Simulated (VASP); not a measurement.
# PbO (P4/nmm) in VASP: further runs, part 2 of 2

VASP 6.6.1.

**4. Single point, r2SCAN**

This run uses another cell than the first one, of 21.25 Å³/atom.

Contents of POSCAR:

```
PbO
1.0
    3.9875573859      0.0000000000      0.0000000000
    0.0000000000      3.9875573859      0.0000000000
    0.0000000000      0.0000000000      5.3455961269
Pb O
2 2
Direct
    0.5000000000      0.0000000000      0.2222475185
    0.0000000000      0.5000000000      0.7777524815
    0.0000000000      0.0000000000      0.0000000000
    0.5000000000      0.5000000000      0.0000000000
```

Contents of INCAR.step1:

```
SYSTEM = PbO
  ALGO = Normal
  EDIFF = 1E-4
  ENCUT = 520
  GGA = PE
  ISMEAR = 0
  LASPH = .True.
  LCHARG = .False.
  LREAL = .False.
  LWAVE = .True.
  NBANDS = 28
  NELM = 60
  PREC = Accurate
  SIGMA = 0.05
```

Contents of INCAR.step2:

```
SYSTEM = PbO
  ALGO = Normal
  EDIFF = 1E-6
  ENCUT = 520
  ISIF = 2
  ISMEAR = 0
  ISTART = 1
  LASPH = .True.
  LCHARG = .False.
  LMIXTAU = .True.
  LREAL = .False.
  LWAVE = .False.
  METAGGA = R2SCAN
  NBANDS = 28
  NELM = 60
  PREC = Accurate
  SIGMA = 0.05
```

Contents of KPOINTS:

```
k-points
0
Gamma
  6 6 4
  0 0 0
```

Command:

```sh
$ cat potpaw_PBE.64/Pb_d/POTCAR potpaw_PBE.64/O/POTCAR > POTCAR
$ cp INCAR.step1 INCAR
$ mpirun -np 1 vasp_std > vasp.out
$ cp INCAR.step2 INCAR
$ mpirun -np 1 vasp_std > vasp.out
```

Run time: 3.4 min. Hardware: 1 thread of Intel Xeon 6975P-C (Granite Rapids), shared host; peak memory 0.22 GiB.

It converged, with:

| Item | Value |
| --- | --- |
| Free energy | -129.5227 eV |
| Pressure | 0.4 GPa |
| Largest force | 0.110 eV/Å |
| Band gap on the k mesh | 1.85 eV (least direct gap 2.49 eV) |

Forces on the atoms (eV/Å):
```
Pb   0.000  0.000  0.110
Pb   0.000  0.000 -0.110
O    0.000  0.000  0.000
O    0.000  0.000  0.000
```

Stress tensor (GPa, compression positive):
```
0.48 0.00 0.00
0.00 0.48 0.00
0.00 0.00 0.32
```

Levels at points of the mesh, in eV from the valence-band top:
| k point | band 18 | band 19 | band 20 | band 21 | band 22 | band 23 |
| --- | --- | --- | --- | --- | --- | --- |
| (0.00, 0.00, 0.00) | -1.74 | -1.74 | 0.00 | 2.49 | 5.19 | 6.32 |
| (0.50, 0.00, 0.00) | -3.08 | -1.61 | -1.61 | 3.54 | 3.54 | 6.54 |
| (0.50, 0.50, 0.00) | -1.76 | -1.10 | -1.10 | 1.85 | 1.85 | 5.58 |
| (0.00, 0.00, 0.50) | -1.76 | -1.76 | -1.02 | 2.25 | 4.68 | 4.73 |
| (0.50, 0.00, 0.50) | -3.06 | -1.09 | -1.09 | 3.21 | 3.21 | 6.94 |
| (0.50, 0.50, 0.50) | -2.15 | -1.11 | -1.11 | 3.92 | 3.92 | 4.68 |

Caveat: the PAW data sets were made with another functional, which shifts forces and pressure a little; spin-orbit coupling is left out, which moves the levels of the heavy elements.

**5. Single point, r2SCAN (21.43 Å³/atom)**

This run uses another cell than the first one, of 21.43 Å³/atom.

Contents of POSCAR:

```
PbO
1.0
    3.9947022462      0.0000000000      0.0000000000
    0.0000000000      3.9947022462      0.0000000000
    0.0000000000      0.0000000000      5.3708720033
Pb O
2 2
Direct
    0.5000000000      0.0000000000      0.2206659261
    0.0000000000      0.5000000000      0.7793340739
    0.0000000000      0.0000000000      0.0000000000
    0.5000000000      0.5000000000      0.0000000000
```

Contents of INCAR.step1:

```
SYSTEM = PbO
PREC = Accurate
ENCUT = 520
ISMEAR = 0
SIGMA = 0.05
LREAL = .FALSE.
LASPH = .TRUE.
NELM = 60
NBANDS = 28
GGA = PE
ALGO = Normal
EDIFF = 1E-4
LWAVE = .TRUE.
LCHARG = .FALSE.
```

Contents of INCAR.step2:

```
SYSTEM = PbO
PREC = Accurate
ENCUT = 520
EDIFF = 1E-7
ISMEAR = 0
SIGMA = 0.05
LREAL = .FALSE.
LASPH = .TRUE.
NELM = 60
ALGO = Normal
ISIF = 2
LWAVE = .FALSE.
LCHARG = .TRUE.
METAGGA = R2SCAN
LMIXTAU = .TRUE.
LELF = .TRUE.
LVHAR = .TRUE.
NBANDS = 28
ISTART = 1
```

Contents of KPOINTS:

```
regular mesh
0
G
  6 6 4
  0 0 0
```

Potentials or basis: VASP PAW PBE potentials, release 64 (Pb_d, O).

Command:

```sh
$ cat potpaw_PBE.64/Pb_d/POTCAR potpaw_PBE.64/O/POTCAR > POTCAR
$ cp INCAR.step1 INCAR
$ mpirun -np 1 vasp_std > vasp.out
$ cp INCAR.step2 INCAR
$ mpirun -np 1 vasp_std > vasp.out
```

OUTCAR:

```text
SYSTEM = PbO
   PREC = Accurate
   ENCUT = 520
   EDIFF = 1E-7
   ISMEAR = 0
   LREAL = .FALSE.
   LASPH = .TRUE.
   NELM = 60
   ISIF = 2
   METAGGA = R2SCAN
   ISTART = 1

 ion  position               nearest neighbor table
   1  0.500  0.000  0.221-   3 2.32   4 2.32   4 2.32   3 2.32   2 3.69   2 3.69   2 3.69   2 3.69
                             2 4.12   2 4.12   2 4.12   2 4.12
   2  0.000  0.500  0.779-   3 2.32   4 2.32   3 2.32   4 2.32   1 3.69   1 3.69   1 3.69   1 3.69
                             1 4.12   1 4.12   1 4.12   1 4.12
   3  0.000  0.000  0.000-   1 2.32   2 2.32   2 2.32   1 2.32
   4  0.500  0.500  0.000-   1 2.32   2 2.32   1 2.32   2 2.32

  LATTYP: Found a simple tetragonal cell.
 ALAT       =     3.9947022462
 C/A-ratio  =     1.3444987066

  Lattice vectors:

 A1 = (   3.9947022462,   0.0000000000,   0.0000000000)
 A2 = (   0.0000000000,   3.9947022462,   0.0000000000)
 A3 = (   0.0000000000,   0.0000000000,   5.3708720033)

Analysis of symmetry for initial positions (statically):
=====================================================================
 Subroutine PRICEL returns:
 Original cell was already a primitive cell.

 Routine SETGRP: Setting up the symmetry group for a
 simple tetragonal supercell.

 Subroutine GETGRP returns: Found 16 space group operations
 (whereof  8 operations were pure point group operations)
 out of a pool of 16 trial point group operations.

The static configuration has the point symmetry D_2d.
 The point group associated with its full space group is D_4h.

Analysis of symmetry for dynamics (positions and initial velocities):
=====================================================================
 Subroutine PRICEL returns:
 Original cell was already a primitive cell.

 Routine SETGRP: Setting up the symmetry group for a
 simple tetragonal supercell.

 Subroutine GETGRP returns: Found 16 space group operations
 (whereof  8 operations were pure point group operations)
[... 126 lines left out ...]
     AMIX     =   0.40;   BMIX     =  1.00
     AMIX_MAG =   1.60;   BMIX_MAG =  1.00
  volume/ion in A,a.u.               =      21.43       144.59
  Fermi-wavevector in a.u.,A,eV,Ry     =   1.269863  2.399694 21.940111  1.612553
  Thomas-Fermi vector in A             =   2.402882
   LORBIT       =      0    0 simple, 1 ext, 2 COOP (PROOUT), +10 PAW based schemes
   METAGGA = R2SCAN    functional components
   LHFCALC =     F    Hartree Fock is set to
   AEXX    =    0.0000 exact exchange contribution
   IVDW    =     0    specifies the selected vdW correction
   LEPSILON=     F    determine dielectric tensor
   LRPA    =     F    only Hartree local field effects (RPA)
 non-spin polarized calculation
 Gauss-broadening in eV      SIGMA  =   0.05
  energy-cutoff  :      520.00
  volume of cell :       85.71
 maximum number of plane-waves:      2347
 NGX is ok and might be reduce to    30
   NGX = 15   NGY = 15   NGZ = 19

 number of electron      39.9999994 magnetization

 Free energy of the ion-electron system (eV)
  ---------------------------------------------------
  ext. energy  EPLUGINS =         0.00000000
  ---------------------------------------------------
  free energy    TOTEN  =      -129.52280579 eV

  energy without entropy =     -129.52280579  energy(sigma->0) =     -129.52280579

 E-fermi :   4.4241     XC(G=0):  -9.9796

 val. band max:        4.1968615800   @ k =   0.0000   0.0000   0.0000
 cond. band min:       6.0939922169   @ k =   0.5000   0.5000   0.0000
 fundamental gap:      1.8971306369
 Fermi energy:         4.4241138800

 k-point     1 :       0.0000    0.0000    0.0000
  band No.  band energies     occupation
      1     -15.1499      2.00000
      2     -14.5466      2.00000
      3     -12.2840      2.00000
      4     -12.2840      2.00000
      5     -12.2333      2.00000
      6     -12.2163      2.00000
[... 733 lines left out ...]
     27      14.1087      0.00000
     28      14.1087      0.00000

 [... further k-points ...]

------------------------ aborting loop because EDIFF is reached ----------------------------------------

  FORCE on cell =-STRESS in cart. coord.  units (eV):
  Direction    XX          YY          ZZ          XY          YZ          ZX
  --------------------------------------------------------------------------------------
  -------------------------------------------------------------------------------------
  Total        0.1208729      0.1208729      0.1482347      0.0000000      0.0000000      0.0000000
  in kB        2.2595703      2.2595703      2.7710649      0.0000000      0.0000000      0.0000000
  external PRESSURE =       2.4300685 kB  Pullay stress =       0.0000000 kB

 VOLUME and BASIS-vectors are now :
 -----------------------------------------------------------------------------
  energy-cutoff  :      520.00
  volume of cell :       85.71
      direct lattice vectors                 reciprocal lattice vectors
     3.994702246  0.000000000  0.000000000     0.250331549  0.000000000  0.000000000
     0.000000000  3.994702246  0.000000000     0.000000000  0.250331549  0.000000000
     0.000000000  0.000000000  5.370872003     0.000000000  0.000000000  0.186189505

 POSITION                                       TOTAL-FORCE (eV/Angst)
 -----------------------------------------------------------------------------------
      1.99735      0.00000      1.18517        -0.000000      0.000000      0.122460
      0.00000      1.99735      4.18570        -0.000000      0.000000     -0.122460
      0.00000      0.00000      0.00000        -0.000000     -0.000000      0.000000
      1.99735      1.99735      0.00000         0.000000      0.000000      0.000000
 -----------------------------------------------------------------------------------
    total drift:                                0.000000      0.000000     -0.000000

  FREE ENERGIE OF THE ION-ELECTRON SYSTEM (eV)
  ---------------------------------------------------
  free  energy   TOTEN  =      -129.5228057898 eV

  energy  without entropy=     -129.5228057898  energy(sigma->0) =     -129.52280579
```

OUTCAR.step1:

```text
SYSTEM = PbO
   PREC = Accurate
   ENCUT = 520
   ISMEAR = 0
   LREAL = .FALSE.
   LASPH = .TRUE.
   NELM = 60
[... 977 lines left out ...]
      0.00000      1.99735      4.18570         0.000000      0.000000     -0.430042
      0.00000      0.00000      0.00000         0.000000      0.000000      0.000000
      1.99735      1.99735      0.00000         0.000000     -0.000000      0.000000
 -----------------------------------------------------------------------------------
    total drift:                                0.000000      0.000000     -0.000000

  FREE ENERGIE OF THE ION-ELECTRON SYSTEM (eV)
  ---------------------------------------------------
  free  energy   TOTEN  =       -21.4804522091 eV

  energy  without entropy=      -21.4804522091  energy(sigma->0) =      -21.48045221
```

Wall time 4.6 min (1 thread of Intel Xeon 6975P-C (Granite Rapids), shared host); peak memory 0.22 GiB.

Results:

```
Free energy            : -129.5228 eV
Pressure               : 0.2 GPa
Largest force          : 0.122 eV/Å
Band gap on the k mesh : 1.90 eV (least direct gap 2.47 eV)
```

Forces in eV/Å, atoms in the order of the input:
```
Pb   0.000  0.000  0.122
Pb   0.000  0.000 -0.122
O    0.000  0.000  0.000
O    0.000  0.000  0.000
```

Caveat: the PAW data sets were made with another functional, which shifts forces and pressure a little; spin-orbit coupling is left out, which moves the levels of the heavy elements. A k mesh can miss the band edges.

**6. Single point, r2SCAN (21.67 Å³/atom)**

This run uses another cell than the first one, of 21.67 Å³/atom.

Contents of POSCAR:

```
PbO
1.0
    3.9887440152      0.0000000000      0.0000000000
    0.0000000000      3.9887440152      0.0000000000
    0.0000000000      0.0000000000      5.4492643500
Pb O
2 2
Direct
    0.5000000000      0.0000000000      0.2181823297
    0.0000000000      0.5000000000      0.7818176703
    0.0000000000      0.0000000000      0.0000000000
    0.5000000000      0.5000000000      0.0000000000
```

Contents of INCAR.step1:

```
SYSTEM = PbO
PREC = Accurate ; ENCUT = 520
ISMEAR = 0 ; SIGMA = 0.05
LREAL = .False. ; LASPH = .True.
NELM = 80 ; NBANDS = 28
GGA = PE ; ALGO = Normal
EDIFF = 1E-4 ; LWAVE = .True.
LCHARG = .False.
```

Contents of INCAR.step2:

```
SYSTEM = PbO
PREC = Accurate ; ENCUT = 520
EDIFF = 1E-7 ; ISMEAR = 0
SIGMA = 0.05 ; LREAL = .False.
LASPH = .True. ; NELM = 80
ALGO = Normal ; ISIF = 2
LWAVE = .False. ; LCHARG = .True.
METAGGA = R2SCAN ; LMIXTAU = .True.
LELF = .True. ; LVHAR = .True.
NBANDS = 28 ; ISTART = 1
```

Contents of KPOINTS:

```
Automatic mesh
0
Gamma
  6 6 4
  0 0 0
```

Potentials or basis: VASP PAW PBE potentials, release 64 (Pb_d, O).

Command:

```sh
$ cat potpaw_PBE.64/Pb_d/POTCAR potpaw_PBE.64/O/POTCAR > POTCAR
$ cp INCAR.step1 INCAR
$ mpirun -np 1 vasp_std > vasp.out
$ cp INCAR.step2 INCAR
$ mpirun -np 1 vasp_std > vasp.out
```

It took 4.2 min on 1 thread of Intel Xeon 6975P-C (Granite Rapids), shared host; peak memory 0.23 GiB.

The run converged. Its results:

```
Free energy            : -129.5217 eV
Pressure               : 0.2 GPa
Largest force          : 0.115 eV/Å
Band gap on the k mesh : 1.95 eV (least direct gap 2.43 eV)
```

Forces in eV/Å, atoms in the order of the input:
```
Pb   0.000  0.000  0.115
Pb   0.000  0.000 -0.115
O    0.000  0.000  0.000
O    0.000  0.000  0.000
```

Stress tensor (GPa, compression positive):
```
0.26 0.00 0.00
0.00 0.26 0.00
0.00 0.00 0.11
```

Levels at points of the mesh, in eV from the valence-band top:
| k point | band 18 | band 19 | band 20 | band 21 | band 22 | band 23 |
| --- | --- | --- | --- | --- | --- | --- |
| (0.00, 0.00, 0.00) | -1.72 | -1.72 | 0.00 | 2.43 | 5.02 | 6.40 |
| (0.50, 0.00, 0.00) | -3.06 | -1.57 | -1.57 | 3.50 | 3.50 | 6.41 |
| (0.50, 0.50, 0.00) | -1.76 | -1.08 | -1.08 | 1.95 | 1.95 | 5.58 |
| (0.00, 0.00, 0.50) | -1.74 | -1.74 | -1.01 | 2.24 | 4.71 | 4.83 |
| (0.50, 0.00, 0.50) | -3.04 | -1.08 | -1.08 | 3.17 | 3.17 | 7.00 |
| (0.50, 0.50, 0.50) | -2.09 | -1.09 | -1.09 | 3.97 | 3.97 | 4.55 |

Caveat: the PAW data sets were made with another functional, which shifts forces and pressure a little; spin-orbit coupling is left out, which moves the levels of the heavy elements.

**7. Summary**

```csv
cell,gap on the mesh (eV),pressure (GPa),largest force (eV/Å)
"a = 3.983, b = 3.983, c = 5.144 Å, 4 atoms, atomic positions A",1.66,1.1,0.11
"a = 3.985, b = 3.985, c = 5.245 Å, 4 atoms, atomic positions B",1.76,0.7,0.11
"a = 3.988, b = 3.988, c = 5.346 Å, 4 atoms, atomic positions C",1.85,0.4,0.11
"a = 3.995, b = 3.995, c = 5.371 Å, 4 atoms, atomic positions C",1.90,0.2,0.12
"a = 3.989, b = 3.989, c = 5.449 Å, 4 atoms, atomic positions D",1.95,0.2,0.11
```

Alike in all rows: task single point; level r2SCAN; potentials or basis VASP PAW PBE potentials, release 64 (Pb_d, O); no spin polarisation; k mesh 6 × 6 × 4; cutoff (eV) 520; smearing gaussian 0.05 eV.

Caveats: the PAW data sets were made with another functional, which shifts forces and pressure a little; spin-orbit coupling is left out, which moves the levels of the heavy elements.

Total energies depend on the potentials used, so only differences within one code and one set of settings carry meaning.
